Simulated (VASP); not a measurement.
# Si12O23 (a cell with a defect) in VASP: further runs, part 2 of 2

VASP 6.6.1. The steps go on from the part before.

## 3. Single point, PBE, collinear spin

The input, INCAR:

```
ALGO = Normal ; EDIFF = 1E-6
ENCUT = 520 ; GGA = PE
ISIF = 2 ; ISMEAR = 0
ISPIN = 2 ; LASPH = True
LCHARG = True ; LELF = True
LORBIT = 11 ; LREAL = Auto
LVHAR = True ; LWAVE = False
MAGMOM = 0 0 0 0 0 0 0 0 0 0 0 0 0 0 0 0 0 0 0 0 0 0 0 0 0 0 0 0 0.06 0 0 0 0 0 0 ; NBANDS = 120
NELECT = 185.0 ; NELM = 150
PREC = Accurate ; SIGMA = 0.02
```

The input, KPOINTS:

```
k-points
0
Gamma
  2 2 1
```

The input, POSCAR:

```
Si12O23
1.0
   -2.4457500000      4.2361630000      5.3885000000
    4.8915000000      0.0000000000      5.3885000000
    4.8915000000      8.4723270000      0.0000000000
Si O
12 23
Direct
    0.0926538593      0.5764419930      0.9487020684
    0.3838285867      0.9632151175      0.0332466562
    0.0252667432     -0.0309390082      0.2591352951
    0.0957722283      0.5514347867      0.4599386013
    0.4017397553      0.9341641141      0.5329678509
    0.0011194026      0.0061672264      0.7663227621
    0.6102026542      0.0730934393      0.1979250911
    0.9117712828      0.4249109108      0.2754116109
    0.5014581533      0.4911167748      0.5202194775
    0.6012006641      0.0661175135      0.7019236853
    0.8846858905      0.4380926193      0.7910169619
    0.4788527448      0.5096830259      0.0285803086
    0.3085321603      0.4502094189      0.9897013510
    0.9150356042      0.5409799845      0.1016595594
    0.9868220185      0.1828695469      0.2889576946
    0.5654052720      1.0005622514      0.0728559116
    0.5792800357      0.3182105461      0.1487603519
    0.3180816700      0.4473549079      0.4852707171
    0.9146075186      0.5094167924      0.6101016250
    0.9113091652      0.1947854808      0.8440088340
    0.1779859791      0.0485457088      0.6120942193
    0.5747974090      0.9836143940      0.5769230205
    0.5781137190      0.3062754431      0.6528077887
    0.8426586352      0.9560391472      0.2057660980
    0.4423657465      0.0139649578      0.3510748101
    0.4259981585      0.6932606334      0.5786743551
    0.6851559393      0.5006070745      0.3688620329
    0.0733728268      0.4755350325      0.3296910926
    0.0712322396      0.7970292432      0.4048254538
    0.8211021369      0.9549739511      0.7319792435
    0.4192098908      0.0186486970      0.8548290890
    0.3272398675      0.7439432076      0.1086204040
    0.6616000851      0.5558485555      0.8785610138
    0.0631518955      0.4880792449      0.8280249661
    0.0949361581      0.8114561589      0.8856218557
```

Potentials or basis: VASP PAW PBE potentials, release 64 (Si, O).

The run is started by

```bash
$ cat potpaw_PBE.64/Si/POTCAR potpaw_PBE.64/O/POTCAR > POTCAR
$ mpirun -np 1 vasp_std > vasp.out
```

Wall time 17 min (1 thread of Oxide Virtual Turin-like, shared host); peak memory 0.78 GiB.

Results (log left out):

- Free energy: -274.8589 eV
- Largest force: 2.995 eV/Å
- Net moment: 1.00 μB per cell
- Site moments: Si -0.00, +0.11, +0.08, +0.00, +0.02 (each value once); O +0.01, +0.00, +0.07, +0.05, +0.02, +0.03 (each value once) μB
- Valence electrons inside the program's atomic spheres: Si 1.63, 1.59, 1.58, 1.62, 1.61, 1.51 (each value once); O 5.21, 5.24, 5.23, 5.20, 5.22, 5.05, 5.19 (each value once)

Forces in eV/Å, atoms in the order of the input:
```
Si  -0.059  0.062  0.037
Si  -0.770  0.271 -0.469
Si   0.619 -0.162 -0.037
Si  -0.041  0.018 -0.067
Si  -0.008 -0.002  0.056
Si   0.037 -0.021 -0.008
Si   0.244 -0.193  0.117
Si   0.143 -0.077  0.085
Si   0.012  0.060 -0.018
Si   0.043  0.029 -0.010
Si   0.220 -0.012 -0.067
Si   0.996  0.082  0.304
O    0.153  0.006  0.141
O    0.040 -0.038  0.031
O    0.230  0.019  0.062
O    0.210 -0.190 -0.194
O    0.245 -0.153  0.039
O    0.045  0.023  0.001
O    0.120  0.007  0.100
O    0.012 -0.062  0.029
O   -0.007 -0.014 -0.024
O    0.019  0.023 -0.025
O    0.045 -0.005  0.029
O    0.042 -0.122  0.058
O    0.000  0.100  0.011
O   -0.005  0.006  0.005
O    0.050  0.034 -0.083
O    0.052  0.031 -0.019
O   -0.249 -0.172  0.164
O    0.031  0.019 -0.004
O    0.275 -0.038  0.005
O   -2.965  0.391 -0.157
O    0.150  0.085 -0.034
O    0.037  0.022 -0.063
O    0.034 -0.024  0.003
```

Levels at points of the mesh, in eV from the Fermi level:
Spin up:
```
           k point  band 91  band 92  band 93  band 94  band 95  band 96
(0.00, 0.00, 0.00)    -1.06    -1.02    -0.35     3.98     4.92     5.87
(0.50, 0.00, 0.00)    -1.00    -0.87    -0.25     3.81     5.25     6.10
(0.00, 0.50, 0.00)    -0.96    -0.92    -0.24     3.93     5.15     6.16
(0.50, 0.50, 0.00)    -0.95    -0.90    -0.18     3.75     5.41     5.90
```
Spin down:
```csv
k point,band 89,band 90,band 91,band 92,band 93,band 94,band 95,band 96
"(0.00, 0.00, 0.00)",-1.18,-1.13,-1.04,-1.01,0.84,4.81,5.09,5.98
"(0.50, 0.00, 0.00)",-1.13,-1.07,-0.99,-0.87,0.99,4.59,5.43,6.51
"(0.00, 0.50, 0.00)",-1.14,-0.98,-0.95,-0.91,1.00,4.71,5.35,6.39
"(0.50, 0.50, 0.00)",-1.15,-1.00,-0.94,-0.89,1.06,4.52,5.62,6.34
```

Caveat: the k points lie up to 0.71 Å⁻¹ apart; the cell carries a net charge on a neutralising background, which shifts energy and pressure; the cell is charged against a uniform background, so pressure and absolute levels hang on convention.

## 4. Single point, PBE, collinear spin

The input, INCAR:

```
SYSTEM = Si12O23
  PREC = Accurate
  ENCUT = 520
  EDIFF = 1E-6
  ISMEAR = 0
  SIGMA = 0.02
  LREAL = Auto
  LASPH = .True.
  NELM = 150
  ALGO = Normal
  ISIF = 2
  LWAVE = .False.
  LCHARG = .True.
  ISPIN = 2
  MAGMOM = 0 0 0 0 0 0 0 0 0 0 0 0 0 0 0 0 0 0 0 0 0 0 0 0 0 0 0 0 0.06 0 0 0 0 0 0
  LORBIT = 11
  GGA = PE
  LELF = .True.
  LVHAR = .True.
  NBANDS = 120
  NELECT = 185.0
```

The input, KPOINTS:

```
regular mesh
0
Gamma
  2 2 1
  0 0 0
```

The input, POSCAR:

```
Si12O23
1.0
   -2.4457500000      4.2361630000      5.3885000000
    4.8915000000      0.0000000000      5.3885000000
    4.8915000000      8.4723270000      0.0000000000
Si O
12 23
Direct
    0.0897672638      0.5793232067      0.9502602105
    0.4092075805      0.9253951846      0.0270943258
    0.0004339780     -0.0100769213      0.2719829627
    0.1007215422      0.5635020822      0.4515889353
    0.3972333813      0.9371090145      0.5326003880
   -0.0007265979      0.0092081791      0.7670671809
    0.5973545880      0.0629096785      0.2039814559
    0.9011986874      0.4367300498      0.2812897171
    0.4972182130      0.4987808591      0.5216710360
    0.6080623101      0.0629520724      0.6928163821
    0.9010842026      0.4384381135      0.7822354403
    0.5047590374      0.4999563751      0.0130438122
    0.3114653401      0.4722895082      0.9851544978
    0.9158285115      0.5273122512      0.1024407043
    0.9387185534      0.1940679364      0.3236985774
    0.5751200288      0.9709074371      0.0785049743
    0.5821746785      0.3070260267      0.1381173280
    0.3228864225      0.4531566321      0.4771198614
    0.9245555007      0.5132693114      0.6035634834
    0.9082471865      0.2000269158      0.8412799546
    0.1816548373      0.0538208981      0.6191592345
    0.5802526535      0.9842704977      0.5665954795
    0.5723887643      0.3052493539      0.6510901780
    0.8162370649      0.9537584812      0.2335911665
    0.4169117725      0.0221328596      0.3525008862
    0.4145369019      0.6963060043      0.5869843213
    0.6788076497      0.5350308953      0.3706738597
    0.0751011139      0.4919141965      0.3198479520
    0.0799342828      0.8049477809      0.4012648885
    0.8287082171      0.9586912447      0.7215757740
    0.4360216132     -0.0033440591      0.8495545999
    0.1822593330      0.9977035509      0.1155917090
    0.6770896227      0.5587166314      0.8638631385
    0.0738494257      0.4877376579      0.8257880976
    0.0778693639      0.8169139710      0.8945403880
```

The run is started by

```bash
$ cat potpaw_PBE.64/Si/POTCAR potpaw_PBE.64/O/POTCAR > POTCAR
$ mpirun -np 1 vasp_std > vasp.out
```

Wall time 17 min (1 thread of Oxide Virtual Turin-like, shared host); peak memory 0.78 GiB.

The run converged. Its results:

- Free energy: -275.8232 eV
- Largest force: 0.086 eV/Å
- Net moment: 0.00 μB per cell
- Valence electrons inside the program's atomic spheres: Si 1.63, 1.61, 1.62, 1.60 (each value once); O 5.21, 5.23, 5.24, 5.20, 5.22 (each value once)

Forces on the atoms (eV/Å):
```
Si  -0.056  0.035  0.001
Si  -0.033  0.009 -0.052
Si  -0.019 -0.027 -0.002
Si  -0.003  0.008  0.003
Si   0.002 -0.019  0.004
Si   0.008  0.024  0.000
Si  -0.017 -0.038  0.010
Si  -0.004 -0.017  0.011
Si   0.010  0.012  0.003
Si   0.000  0.021 -0.029
Si   0.024 -0.011  0.003
Si   0.078  0.002  0.035
O    0.031 -0.047 -0.041
O    0.006  0.012  0.007
O    0.021 -0.013  0.016
O    0.034  0.015  0.019
O   -0.028  0.045 -0.036
O    0.007  0.001  0.017
O   -0.018 -0.010  0.005
O   -0.020 -0.001 -0.010
O    0.007  0.006 -0.009
O    0.004 -0.016 -0.003
O   -0.002 -0.006 -0.001
O   -0.007  0.019  0.023
O   -0.010  0.012 -0.008
O    0.001 -0.003  0.004
O    0.008  0.013 -0.019
O    0.001 -0.014 -0.006
O   -0.013  0.022 -0.018
O    0.006  0.007  0.000
O   -0.033 -0.043  0.037
O    0.024  0.028 -0.033
O   -0.042  0.000  0.041
O    0.012  0.000  0.003
O    0.019 -0.026  0.022
```

Levels at points of the mesh, in eV from the Fermi level:
Spin up:
```
           k point  band 88  band 89  band 90  band 91  band 92  band 93  band 94  band 95  band 96  band 97
(0.00, 0.00, 0.00)    -1.40    -1.33    -1.23    -1.19    -1.14    -0.14     4.60     5.12     6.32     6.60
(0.50, 0.00, 0.00)    -1.31    -1.26    -1.20    -1.17    -1.02    -0.10     4.65     5.81     6.35     6.47
(0.00, 0.50, 0.00)    -1.39    -1.23    -1.18    -1.08    -1.02     0.11     4.14     6.33     6.41     6.56
(0.50, 0.50, 0.00)    -1.33    -1.27    -1.15    -1.10    -1.04     0.14     4.25     6.37     6.41     6.90
```
Spin down:
```tsv
k point	band 89	band 90	band 91	band 92	band 93	band 94	band 95	band 96
(0.00, 0.00, 0.00)	-1.33	-1.23	-1.19	-1.14	-0.14	4.60	5.12	6.32
(0.50, 0.00, 0.00)	-1.26	-1.20	-1.17	-1.02	-0.10	4.65	5.81	6.35
(0.00, 0.50, 0.00)	-1.23	-1.18	-1.08	-1.02	0.11	4.14	6.33	6.41
(0.50, 0.50, 0.00)	-1.27	-1.15	-1.10	-1.04	0.14	4.25	6.37	6.41
```

Caveat: the k points lie up to 0.71 Å⁻¹ apart; the cell carries a net charge on a neutralising background, which shifts energy and pressure; the cell is charged against a uniform background, so pressure and absolute levels hang on convention.
